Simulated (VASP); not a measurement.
# InP2 (P-6m2) in VASP: a series of runs

InP2 is run at these levels: PBE; tasks: single point, relaxation of cell and atoms.

All numbers are computed with VASP 6.6.1; they aren't measurements. Logs are shortened: lines on timing, memory, paths and dates and some standing lists are left out, and cuts for length are marked.

## (1) The cell of the first run

The structure is hexagonal, space group P-6m2 (No. 187). The conventional cell has a = 3.418 Å, b = 3.418 Å, c = 5.387 Å, α = 90.00°, β = 90.00°, γ = 120.00°. In (site symmetry -6m2) has 6 P at 2.47 Å and 6 In at 3.42 Å within 3.5 Å. Within 3.2 Å of P (site symmetry 3m) lie 2 P at 2.42 to 2.96 Å and 3 In at 2.47 Å.

The cell was built from a structure type or drawn by symmetry, and may not be a known phase.

## (2) Single point, PBE

File INCAR:

```
SYSTEM = InP2
ALGO = Normal
EDIFF = 1E-7
ENCUT = 520
GGA = PE
ISIF = 2
ISMEAR = 0
LASPH = .TRUE.
LCHARG = .FALSE.
LREAL = .FALSE.
LWAVE = .FALSE.
NBANDS = 18
NELM = 60
PREC = Accurate
SIGMA = 0.1
```

File KPOINTS:

```
k-points
0
G
  6 6 4
  0 0 0
```

File POSCAR:

```
InP2
1.0
    3.4175488100      0.0000000000      0.0000000000
   -1.7087744100      2.9596840900      0.0000000000
    0.0000000000      0.0000000000      5.3873638200
In P
1 2
Direct
    0.0000000000      0.0000000000      0.0000000000
    0.6666666700      0.3333333300      0.7249647000
    0.6666666700      0.3333333300      0.2750353000
```

Potentials or basis: VASP PAW PBE potentials, release 64 (In_d, P).

On the command line:

```sh
$ cat potpaw_PBE.64/In_d/POTCAR potpaw_PBE.64/P/POTCAR > POTCAR
$ mpirun -np 1 vasp_std > vasp.out
```

OUTCAR:

```text
SYSTEM = InP2
   EDIFF = 1E-7
   ENCUT = 520
   GGA = PE
   ISIF = 2
   ISMEAR = 0
   LASPH = .TRUE.
   LREAL = .FALSE.
   NELM = 60
   PREC = Accurate

 ion  position               nearest neighbor table
   1  0.000  0.000  0.000-   2 2.47   3 2.47   2 2.47   3 2.47   2 2.47   3 2.47
   2  0.667  0.333  0.725-   3 2.42   1 2.47   1 2.47   1 2.47
   3  0.667  0.333  0.275-   2 2.42   1 2.47   1 2.47   1 2.47

  LATTYP: Found a hexagonal cell.
 ALAT       =     3.4175488100
 C/A-ratio  =     1.5763824072

  Lattice vectors:

 A1 = (   3.4175488100,   0.0000000000,   0.0000000000)
 A2 = (  -1.7087744100,   2.9596840900,   0.0000000000)
 A3 = (   0.0000000000,   0.0000000000,   5.3873638200)

Analysis of symmetry for initial positions (statically):
=====================================================================
 Subroutine PRICEL returns:
 Original cell was already a primitive cell.

 Routine SETGRP: Setting up the symmetry group for a
 hexagonal supercell.

 Subroutine GETGRP returns: Found 12 space group operations
 (whereof 12 operations were pure point group operations)
 out of a pool of 24 trial point group operations.

The static configuration has the point symmetry D_3h.

Analysis of symmetry for dynamics (positions and initial velocities):
=====================================================================
 Subroutine PRICEL returns:
 Original cell was already a primitive cell.

 Routine SETGRP: Setting up the symmetry group for a
 hexagonal supercell.

 Subroutine GETGRP returns: Found 12 space group operations
 (whereof 12 operations were pure point group operations)
 out of a pool of 24 trial point group operations.

The dynamic configuration has the point symmetry D_3h.

 Subroutine INISYM returns: Found 12 space group operations
 (whereof 12 operations are pure point group operations),
 and found     1 'primitive' translations

----------------------------------------------------------------------------------------

                                     Primitive cell

  volume of cell :      54.4925

  direct lattice vectors                    reciprocal lattice vectors
     3.417548810  0.000000000  0.000000000     0.292607379  0.168936949  0.000000000
    -1.708774410  2.959684090  0.000000000     0.000000000  0.337873898  0.000000000
[... 81 lines left out ...]
   ENCUT  =  520.0 eV  38.22 Ry    6.18 a.u.   6.35  6.35 10.02*2*pi/ulx,y,z
   NELM   =     60;   NELMIN=  2; NELMDL= -5     # of ELM steps
   EDIFF  = 0.1E-06   stopping-criterion for ELM
   LREAL  =      F    real-space projection
   EDIFFG = 0.1E-05   stopping-criterion for IOM
   NSW    =      0    number of steps for IOM
   IBRION =     -1    ionic relax: 0-MD 1-quasi-New 2-CG
   NFREE  =      0    steps in history (QN), initial steepest desc. (CG)
   ISIF   =      2    stress and relaxation
   ISYM   =      2    0-nonsym 1-usesym 2-fastsym
   POTIM  = 0.5000    time-step for ionic-motion
   TEBEG  =    0.0;   TEEND  =   0.0 temperature during run
   PSTRESS=    0.0 pullay stress
   NELECT =      23.0000    total number of electrons
   NUPDOWN=      -1.0000    fix difference up-down
   EMIN   =  10.00;   EMAX   =-10.00  energy-range for DOS
   EFERMI =   0.00;   METHOD = LEGACY
   ISMEAR =     0;   SIGMA  =   0.10  broadening in eV -4-tet -1-fermi 0-gaus
   EFERMI_NEDOS =   21; number of points for ismear=-14 and -15
   IALGO  =     38    algorithm
   IMIX   =      4    mixing-type and parameters
     AMIX     =   0.40;   BMIX     =  1.00
     AMIX_MAG =   1.60;   BMIX_MAG =  1.00
  volume/ion in A,a.u.               =      18.16       122.58
  Fermi-wavevector in a.u.,A,eV,Ry     =   1.228020  2.320621 20.518024  1.508032
  Thomas-Fermi vector in A             =   2.362961
   LORBIT       =      0    0 simple, 1 ext, 2 COOP (PROOUT), +10 PAW based schemes
   GGA     = PE    functional components
   LHFCALC =     F    Hartree Fock is set to
   AEXX    =    0.0000 exact exchange contribution
   IVDW    =     0    specifies the selected vdW correction
   LEPSILON=     F    determine dielectric tensor
   LRPA    =     F    only Hartree local field effects (RPA)
 non-spin polarized calculation
 Gauss-broadening in eV      SIGMA  =   0.10
  energy-cutoff  :      520.00
  volume of cell :       54.49
 maximum number of plane-waves:      1496
 NGX is ok and might be reduce to    28
   NGX = 13   NGY = 13   NGZ = 21

 number of electron      23.0000000 magnetization

 Free energy of the ion-electron system (eV)
  ---------------------------------------------------
  ext. energy  EPLUGINS =         0.00000000
  ---------------------------------------------------
  free energy    TOTEN  =       -10.87471588 eV

  energy without entropy =      -10.86775182  energy(sigma->0) =      -10.87123385

 E-fermi :   8.3830     XC(G=0): -10.7087

 val. band max:        8.3399871539   @ k =   0.0000   0.0000   0.0000
 cond. band min:       8.4569039673   @ k =   0.3333   0.1667   0.0000
 fundamental gap:      0.1169168134
 Fermi energy:         8.3830157404

 k-point     1 :       0.0000    0.0000    0.0000
  band No.  band energies     occupation
      1      -6.6276      2.00000
      2      -6.6276      2.00000
      3      -6.5985      2.00000
      4      -6.4480      2.00000
      5      -6.4480      2.00000
      6      -5.8572      2.00000
[... 418 lines left out ...]
      5      -6.2956      2.00000
      6      -1.4436      2.00000
[... 10 lines left out ...]
     17      16.2412      0.00000
     18      17.7475      0.00000

------------------------ aborting loop because EDIFF is reached ----------------------------------------

  FORCE on cell =-STRESS in cart. coord.  units (eV):
  Direction    XX          YY          ZZ          XY          YZ          ZX
  --------------------------------------------------------------------------------------
  -------------------------------------------------------------------------------------
  Total       10.8790752     10.8790752      5.7532369     -0.0000000      0.0000000      0.0000000
  in kB      319.8645946    319.8645950    169.1556268     -0.0000005      0.0000000      0.0000000
  external PRESSURE =     269.6282722 kB  Pullay stress =       0.0000000 kB

 VOLUME and BASIS-vectors are now :
 -----------------------------------------------------------------------------
  energy-cutoff  :      520.00
  volume of cell :       54.49
      direct lattice vectors                 reciprocal lattice vectors
     3.417548810  0.000000000  0.000000000     0.292607379  0.168936949  0.000000000
    -1.708774410  2.959684090  0.000000000     0.000000000  0.337873898  0.000000000
     0.000000000  0.000000000  5.387363820     0.000000000  0.000000000  0.185619541

 POSITION                                       TOTAL-FORCE (eV/Angst)
 -----------------------------------------------------------------------------------
      0.00000      0.00000      0.00000         0.000000     -0.000000      0.000000
      1.70877      0.98656      3.90565        -0.000000      0.000000     -2.785916
      1.70877      0.98656      1.48172        -0.000000      0.000000      2.785916
 -----------------------------------------------------------------------------------
    total drift:                               -0.000008      0.000004     -0.000000

  FREE ENERGIE OF THE ION-ELECTRON SYSTEM (eV)
  ---------------------------------------------------
  free  energy   TOTEN  =       -10.8747158827 eV

  energy  without entropy=      -10.8677518169  energy(sigma->0) =      -10.87123385
```

Run time: 28 s. Hardware: 1 thread of Intel Xeon 8259CL, shared host; peak memory 0.18 GiB.

What came out:

```yaml
Free_energy: -10.8747 eV
Pressure: 27.0 GPa
Largest_force: 2.786 eV/Å
Band_gap_on_the_k_mesh: zero (an odd number of electrons rules out a gap without spin polarisation)
```

Forces on the atoms (eV/Å):
```
In   0.000  0.000  0.000
P    0.000  0.000 -2.786
P    0.000  0.000  2.786
```

Levels at points of the mesh, in eV from the Fermi level:
```csv
k point,band 9,band 10,band 11,band 12,band 13,band 14
"(0.00, 0.00, 0.00)",-0.04,-0.04,2.11,2.11,3.55,3.75
"(0.50, 0.00, 0.00)",-5.68,-3.54,-2.26,0.35,1.35,2.95
"(0.00, 0.00, 0.50)",-1.79,0.70,0.70,0.91,0.91,4.02
"(0.50, 0.00, 0.50)",-5.19,-1.55,-1.37,-0.29,-0.23,3.36
```

Caveat: the cell stands under pressure; spin-orbit coupling is left out, which moves the levels of the heavy elements; forces of over 1 eV/Å act on the atoms, so gaps and moduli don't describe the material at rest.

## (3) Single point, PBE

This run uses another cell than the first one, of 23.27 Å³/atom.

File INCAR:

```
ALGO = Normal ; EDIFF = 1E-6
ENCUT = 520 ; GGA = PE
ISIF = 2 ; ISMEAR = 0
LASPH = T ; LCHARG = F
LREAL = F ; LWAVE = F
NBANDS = 18 ; NELM = 100
PREC = Accurate ; SIGMA = 0.1
```

File KPOINTS:

```
k-points
0
Gamma
  6 6 4
```

File POSCAR:

```
InP2
1.0
    3.9743123852      0.0000000034      0.0000000000
   -1.9871561955      3.4418554864      0.0000000000
    0.0000000000      0.0000000000      5.1025508583
In P
1 2
Direct
    0.0000000000      0.0000000000      0.0000000000
    0.6666666667      0.3333333333      0.7038260294
    0.6666666667      0.3333333333      0.2961739706
```

Potentials or basis: VASP PAW PBE potentials, release 64 (In_d, P).

On the command line:

```sh
$ cat potpaw_PBE.64/In_d/POTCAR potpaw_PBE.64/P/POTCAR > POTCAR
$ mpirun -np 1 vasp_std > vasp.out
```

OUTCAR:

```text
EDIFF = 1E-6
   ENCUT = 520
   GGA = PE
   ISIF = 2
   ISMEAR = 0
   LASPH = T
   LREAL = F
   NELM = 100
   PREC = Accurate

 ion  position               nearest neighbor table
   1  0.000  0.000  0.000-   2 2.75   3 2.75   2 2.75   3 2.75   2 2.75   3 2.75
   2  0.667  0.333  0.704-   3 2.08   1 2.75   1 2.75   1 2.75
   3  0.667  0.333  0.296-   2 2.08   1 2.75   1 2.75   1 2.75

  LATTYP: Found a hexagonal cell.
 ALAT       =     3.9743123852
 C/A-ratio  =     1.2838826855
[... 629 lines left out ...]

  FORCE on cell =-STRESS in cart. coord.  units (eV):
  Direction    XX          YY          ZZ          XY          YZ          ZX
  --------------------------------------------------------------------------------------
  -------------------------------------------------------------------------------------
  Total        0.0620769      0.0620769     -0.1001728      0.0000000      0.0000000     -0.0000000
  in kB        1.4249464      1.4249464     -2.2994205      0.0000000      0.0000000     -0.0000000
  external PRESSURE =       0.1834908 kB  Pullay stress =       0.0000000 kB

 VOLUME and BASIS-vectors are now :
 -----------------------------------------------------------------------------
  energy-cutoff  :      520.00
  volume of cell :       69.80
      direct lattice vectors                 reciprocal lattice vectors
     3.974312385  0.000000003  0.000000000     0.251615853  0.145270481  0.000000000
    -1.987156196  3.441855486  0.000000000    -0.000000000  0.290540961  0.000000000
     0.000000000  0.000000000  5.102550858     0.000000000  0.000000000  0.195980408

 POSITION                                       TOTAL-FORCE (eV/Angst)
 -----------------------------------------------------------------------------------
      0.00000      0.00000      0.00000         0.000000     -0.000000      0.000000
      1.98716      1.14729      3.59131         0.000000     -0.000000     -0.056414
      1.98716      1.14729      1.51124        -0.000000      0.000000      0.056414
 -----------------------------------------------------------------------------------
    total drift:                                0.000000     -0.000000      0.000000

  FREE ENERGIE OF THE ION-ELECTRON SYSTEM (eV)
  ---------------------------------------------------
  free  energy   TOTEN  =       -12.9001038883 eV

  energy  without entropy=      -12.8946849512  energy(sigma->0) =      -12.89739442
```

stdout:

```text
POSCAR found type information on POSCAR InP
 POSCAR found :  2 types and       3 ions
 scaLAPACK will be used
 LDA part: xc-table for (Slater+PW92), standard interpolation
 POSCAR, INCAR and KPOINTS ok, starting setup
 FFT: planning ... GRIDC
 FFT: planning ... GRID_SOFT
 FFT: planning ... GRID
 WAVECAR not read
 entering main loop
```

It took 30 s on 1 thread of Intel Xeon 8259CL, shared host; peak memory 0.19 GiB.

Results:

* Free energy: -12.9001 eV
* Pressure: 0.0 GPa
* Largest force: 0.056 eV/Å
* Band gap on the k mesh: zero (an odd number of electrons rules out a gap without spin polarisation)

Forces on the atoms (eV/Å):
```
In   0.000  0.000  0.000
P    0.000  0.000 -0.056
P    0.000  0.000  0.056
```

Stress tensor (GPa, compression positive):
```
 0.14  0.00  0.00
 0.00  0.14  0.00
 0.00  0.00 -0.23
```

Levels at points of the mesh, in eV from the Fermi level:
```csv
k point,band 8,band 9,band 10,band 11,band 12,band 13,band 14,band 15,band 16,band 17
"(0.00, 0.00, 0.00)",-7.13,-1.87,-1.87,0.83,1.66,1.66,3.89,3.89,5.30,5.68
"(0.50, 0.00, 0.00)",-6.62,-5.60,-2.96,-1.71,-0.02,1.25,2.28,4.18,5.95,7.27
"(0.00, 0.00, 0.50)",-2.67,-1.23,-1.23,-0.39,0.05,0.05,2.60,3.36,5.00,5.00
"(0.50, 0.00, 0.50)",-5.70,-4.35,-1.74,-1.58,-1.43,1.23,2.84,3.36,5.93,7.07
```

Caveat: spin-orbit coupling is left out, which moves the levels of the heavy elements.

## (4) Relaxation of cell and atoms, PBE

File INCAR:

```
  PREC = Accurate
  ENCUT = 600
  EDIFF = 1E-6
  ISMEAR = 0
  SIGMA = 0.1
  LREAL = False
  LASPH = True
  NELM = 80
  ALGO = Normal
  ISIF = 3
  LWAVE = False
  LCHARG = False
  GGA = PE
  IBRION = 2
  NSW = 90
  EDIFFG = -0.04
```

File KPOINTS:

```
Automatic mesh
0
Gamma
  6 6 4
```

File POSCAR:

```
InP2
1.0
    3.4175488100      0.0000000000      0.0000000000
   -1.7087744100      2.9596840900      0.0000000000
    0.0000000000      0.0000000000      5.3873638200
In P
1 2
Direct
    0.0000000000      0.0000000000      0.0000000000
    0.6666666700      0.3333333300      0.7249647000
    0.6666666700      0.3333333300      0.2750353000
```

On the command line:

```sh
$ cat potpaw_PBE.64/In_d/POTCAR potpaw_PBE.64/P/POTCAR > POTCAR
$ mpirun -np 1 vasp_std > vasp.out
```

It took 3 min on 1 thread of Intel Xeon 8259CL, shared host; peak memory 0.21 GiB.

Results (log left out):

```yaml
Free_energy: -12.8968 eV
Relaxed_volume: 23.32 Å³/atom
Relaxed_cell: a = 3.979 Å, b = 3.979 Å, c = 5.101 Å, α = 90.00°, β = 90.00°, γ = 120.00°
Space_group_after_relaxing_to_0.1_Å: P-6m2 (No. 187)
Energy_gained_by_relaxing: 673.9 meV/atom
Ionic_steps: 11
Pressure_after_relaxing: 0.0 GPa
Largest_force_after_relaxing: 0.006 eV/Å
Band_gap_on_the_k_mesh: zero (an odd number of electrons rules out a gap without spin polarisation)
```

Forces on the atoms (eV/Å):
```
In   0.000  0.000  0.000
P    0.000  0.000  0.006
P    0.000  0.000 -0.006
```

Step by step:
| step | energy change (eV) | largest force (eV/Å) | pressure (GPa) | volume (Å³) |
| --- | --- | --- | --- | --- |
| 1 | 0.0000 | 2.7856 | 27.00 | 54.49 |
| 2 | -1.1233 | 1.0199 | -8.40 | 82.23 |
| 3 | -1.3513 | 1.0601 | -3.48 | 70.96 |
| 4 | -1.9893 | 0.7595 | -0.48 | 70.60 |
| 5 | -1.9898 | 0.6378 | -0.69 | 70.62 |
| 6 | -2.0193 | 0.0731 | 0.03 | 69.66 |
| 7 | -2.0205 | 0.0463 | 0.25 | 69.43 |
| 8 | -2.0215 | 0.0654 | 0.27 | 69.72 |
| 9 | -2.0215 | 0.0487 | 0.27 | 69.68 |
| 10 | -2.0216 | 0.0291 | -0.20 | 70.17 |
| 11 | -2.0217 | 0.0056 | -0.01 | 69.95 |

Final structure:
```
In P
1.0
     3.97911    0.00000    0.00000
    -1.98956    3.44601    0.00000
     0.00000    0.00000    5.10135
In P
1 2
Direct
  0.00000 0.00000 0.00000
  0.66667 0.33333 0.70350
  0.66667 0.33333 0.29650
```

Levels at points of the mesh, in eV from the Fermi level:
| k point | band 8 | band 9 | band 10 | band 11 | band 12 | band 13 | band 14 | band 15 |
| --- | --- | --- | --- | --- | --- | --- | --- | --- |
| (0.00, 0.00, 0.00) | -7.12 | -1.88 | -1.88 | 0.82 | 1.66 | 1.66 | 3.88 | 3.88 |
| (0.50, 0.00, 0.00) | -6.61 | -5.59 | -2.96 | -1.69 | -0.03 | 1.26 | 2.28 | 4.17 |
| (0.00, 0.00, 0.50) | -2.67 | -1.24 | -1.24 | -0.39 | 0.05 | 0.05 | 2.62 | 3.35 |
| (0.50, 0.00, 0.50) | -5.68 | -4.35 | -1.75 | -1.59 | -1.43 | 1.24 | 2.86 | 3.36 |

Caveat: the volume moved by over 15 % at a fixed basis, so the end points are rough; spin-orbit coupling is left out, which moves the levels of the heavy elements.

[end of part 1 of 2]
